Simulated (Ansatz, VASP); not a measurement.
## Fe in VASP and in Ansatz

```
Fe
1.0
     3.40488    0.00000    0.00000
     0.00000    3.40488    0.00000
     0.00000    0.00000    3.40488
Fe
3
Cartesian
  0.0000 0.0000 1.7024
  0.0000 1.7024 0.0000
  1.7024 0.0000 0.0000
```

Alike in both runs: functional PBE; k mesh 6 × 6 × 6; occupations gaussian, width 0.1 eV; collinear spin.

Ansatz relaxed the structure, and its values are those at the end. VASP's run is a single point on that final structure, the one shown.

|  | VASP | Ansatz |
| --- | --- | --- |
| version | VASP 6.6.1 | Ansatz 0.2.0 |
| potentials or method | VASP PAW PBE potentials, release 64 (Fe), cutoff 520 eV | scalar-relativistic, plane waves, PAW |
| valence electrons in the cell | 24 | 48 |

```tsv
	VASP	Ansatz	Ansatz less VASP
gap on the k mesh at the Fermi level (eV)	none	none	-
pressure (GPa)	-0.2	0.1	+0.32
net moment per atom (μB)	1.93	1.92	-0.010
size of the moment on the site where the two differ most (μB)	1.91	1.92	+0.004
```

Site moments also hang on the region over which each program counts them. A gap of «none» marks a metal or a gap that the smearing closes. VASP's potentials hold 24 valence electrons a cell and Ansatz's 48, so a difference there can come from the potentials and not from the codes.
